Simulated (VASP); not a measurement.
# MgO (I4/mmm) in VASP: further runs, part 2 of 3

VASP 6.6.1. Earlier steps stand in the parts before.

## 3. Single point, r2SCAN (strain +0.0600 x Voigt [0, 0, 1, 0, 0, 0])

File POSCAR:

```
MgO
1.0
    0.0000000000      2.1021086852      2.2282352063
    2.1021086852      0.0000000000      2.2282352063
    2.1021086852      2.1021086852      0.0000000000
Mg O
1 1
Direct
    0.0000000000      0.0000000000      0.0000000000
    0.5000000000      0.5000000000      0.5000000000
```

File INCAR.step1:

```
ALGO = Normal
EDIFF = 1E-5
ENCUT = 920
GGA = PE
GGA_COMPAT = F
ISMEAR = 0
LASPH = T
LCHARG = F
LREAL = F
LWAVE = T
NBANDS = 15
NELM = 120
PREC = Accurate
SIGMA = 0.05
```

File INCAR.step2:

```
ALGO = Normal
EDIFF = 1E-6
ENCUT = 920
GGA_COMPAT = F
ISIF = 2
ISMEAR = 0
ISTART = 1
LASPH = T
LCHARG = T
LELF = T
LMIXTAU = T
LREAL = F
LVHAR = T
LWAVE = F
METAGGA = R2SCAN
NBANDS = 15
NELM = 120
PREC = Accurate
SIGMA = 0.05
```

File KPOINTS:

```
k-points
0
Gamma
  10 10 10
```

Potentials or basis: VASP PAW PBE potentials, release 64 (Mg_sv, O).

The run is started by

```bash
> cat potpaw_PBE.64/Mg_sv/POTCAR potpaw_PBE.64/O/POTCAR > POTCAR
> cp INCAR.step1 INCAR
> mpirun -np 1 vasp_std > vasp.out
> cp INCAR.step2 INCAR
> mpirun -np 1 vasp_std > vasp.out
```

OUTCAR:

```text
EDIFF = 1E-6
   ENCUT = 920
   ISIF = 2
   ISMEAR = 0
   ISTART = 1
   LASPH = T
   LREAL = F
   METAGGA = R2SCAN
   NELM = 120
   PREC = Accurate

 ion  position               nearest neighbor table
   1  0.000  0.000  0.000-   2 2.10   2 2.10   2 2.10   2 2.10
   2  0.500  0.500  0.500-   1 2.10   1 2.10   1 2.10   1 2.10

  LATTYP: Found a body centered tetragonal cell.
 ALAT       =     2.9728306122
 C/A-ratio  =     1.4990663761

  Lattice vectors:

 A1 = (  -2.1021086852,   0.0000000000,   2.2282352063)
 A2 = (   2.1021086852,   0.0000000000,   2.2282352063)
 A3 = (   0.0000000000,   2.1021086852,  -2.2282352063)

Analysis of symmetry for initial positions (statically):
=====================================================================
 Subroutine PRICEL returns:
 Original cell was already a primitive cell.

 Routine SETGRP: Setting up the symmetry group for a
 body centered tetragonal supercell.

 Subroutine GETGRP returns: Found 16 space group operations
 (whereof 16 operations were pure point group operations)
 out of a pool of 16 trial point group operations.

The static configuration has the point symmetry D_4h.

[... 168 lines left out ...]
  band No.  band energies     occupation
      1     -73.0113      2.00000
      2     -38.1296      2.00000
      3     -38.0881      2.00000
      4     -38.0881      2.00000
      5     -15.7934      2.00000
      6       2.0995      2.00000
      7       2.0995      2.00000
      8       2.2136      2.00000
      9       7.2533      0.00000
     10      18.3276      0.00000
     11      18.9328      0.00000
     12      18.9328      0.00000
     13      22.6897      0.00000
     14      23.5484      0.00000
[... 401 lines left out ...]
      2     -38.1726      2.00000
      3     -38.1062      2.00000
      4     -38.1020      2.00000
      5     -14.7850      2.00000
      6      -1.2686      2.00000
      7       0.9811      2.00000
      8       1.2232      2.00000
      9      12.2576      0.00000
     10      13.4458      0.00000
     11      15.9366      0.00000
     12      21.4400      0.00000
     13      21.5329      0.00000
     14      28.3128      0.00000
     15      29.1137      0.00000

 [... further k-points ...]
[... 5 lines left out ...]
  --------------------------------------------------------------------------------------
  -------------------------------------------------------------------------------------
  Total       -0.5481433     -0.5481433     -1.5469871      0.0000000     -0.0000000      0.0000000
  in kB      -44.5967588    -44.5967588   -125.8623744      0.0000000     -0.0000000      0.0000000
  external PRESSURE =     -71.6852973 kB  Pullay stress =       0.0000000 kB

 VOLUME and BASIS-vectors are now :
 -----------------------------------------------------------------------------
  energy-cutoff  :      920.00
  volume of cell :       19.69
      direct lattice vectors                 reciprocal lattice vectors
     0.000000000  2.102108685  2.228235206    -0.237856398  0.237856398  0.224392828
     2.102108685  0.000000000  2.228235206     0.237856398 -0.237856398  0.224392828
     2.102108685  2.102108685  0.000000000     0.237856398  0.237856398 -0.224392828

 POSITION                                       TOTAL-FORCE (eV/Angst)
 -----------------------------------------------------------------------------------
      0.00000      0.00000      0.00000        -0.000000      0.000000     -0.000000
      2.10211      2.10211      2.22824         0.000000     -0.000000      0.000000
 -----------------------------------------------------------------------------------
    total drift:                                0.000000      0.000000      0.000000

  FREE ENERGIE OF THE ION-ELECTRON SYSTEM (eV)
  ---------------------------------------------------
  free  energy   TOTEN  =       -16.1087172366 eV

  energy  without entropy=      -16.1087172366  energy(sigma->0) =      -16.10871724
```

OUTCAR.step1:

```text
EDIFF = 1E-5
   ENCUT = 920
   GGA = PE
   ISMEAR = 0
   LASPH = T
[... 653 lines left out ...]
 -----------------------------------------------------------------------------------
      0.00000      0.00000      0.00000         0.000000     -0.000000      0.000000
      2.10211      2.10211      2.22824        -0.000000      0.000000     -0.000000
 -----------------------------------------------------------------------------------
    total drift:                                0.000000      0.000000      0.000000

  FREE ENERGIE OF THE ION-ELECTRON SYSTEM (eV)
  ---------------------------------------------------
  free  energy   TOTEN  =       -11.8599725190 eV

  energy  without entropy=      -11.8599725190  energy(sigma->0) =      -11.85997252
```

OSZICAR.step1:

```text
N       E                     dE             d eps       ncg     rms          rms(c)
DAV:   1     0.167441827651E+03    0.16744E+03   -0.14173E+04  3060   0.188E+03
DAV:   2    -0.703288391811E+01   -0.17447E+03   -0.16415E+03  3578   0.448E+02
DAV:   3    -0.133693110857E+02   -0.63364E+01   -0.62929E+01  4184   0.816E+01
DAV:   4    -0.134722151676E+02   -0.10290E+00   -0.10289E+00  3424   0.985E+00
DAV:   5    -0.134742149724E+02   -0.19998E-02   -0.19998E-02  4090   0.113E+00    0.866E+00
DAV:   6    -0.118866705642E+02    0.15875E+01   -0.27152E+00  3382   0.148E+01    0.292E+00
DAV:   7    -0.118718198305E+02    0.14851E-01   -0.13857E-01  3543   0.344E+00    0.176E+00
DAV:   8    -0.118610559103E+02    0.10764E-01   -0.41860E-02  3746   0.232E+00    0.353E-01
DAV:   9    -0.118597663769E+02    0.12895E-02   -0.40811E-03  3515   0.582E-01    0.103E-01
DAV:  10    -0.118599822005E+02   -0.21582E-03   -0.30378E-04  3606   0.194E-01    0.501E-02
DAV:  11    -0.118599725190E+02    0.96814E-05   -0.28115E-05  3956   0.554E-02
   1 F= -.11859973E+02 E0= -.11859973E+02  d E =-.394596E-33
```

Wall time 2.1 min (1 thread of Intel Xeon 6975P-C (Granite Rapids), shared host); peak memory 0.21 GiB.

What came out:

| Quantity | Value |
| --- | --- |
| Free energy | -16.1087 eV |
| Pressure | -7.2 GPa |
| Band gap on the k mesh | 5.04 eV |

Stress tensor (GPa, compression positive):
```
 -4.46   0.00   0.00
  0.00  -4.46   0.00
  0.00   0.00 -12.59
```

Levels at points of the mesh, in eV from the valence-band top:
| k point | band 5 | band 6 | band 7 | band 8 | band 9 | band 10 | band 11 | band 12 |
| --- | --- | --- | --- | --- | --- | --- | --- | --- |
| (0.00, 0.00, 0.00) | -18.01 | -0.11 | -0.11 | 0.00 | 5.04 | 16.11 | 16.72 | 16.72 |
| (0.50, 0.00, 0.00) | -16.86 | -4.44 | -0.76 | -0.64 | 8.39 | 13.12 | 16.34 | 17.57 |
| (0.50, 0.50, 0.00) | -16.77 | -4.04 | -1.21 | -1.21 | 10.30 | 10.60 | 13.15 | 20.04 |
| (0.50, 0.00, 0.50) | -16.62 | -3.87 | -1.62 | -1.25 | 9.73 | 10.51 | 13.92 | 18.80 |

Caveat: the cell differs from its parent crystal (strain +0.0600 x Voigt [0, 0, 1, 0, 0, 0]); the stress differs along the axes, from -13 to -4 GPa; the PAW data sets were made with another functional, which shifts forces and pressure a little.

(Continued in part 3 of 3.)
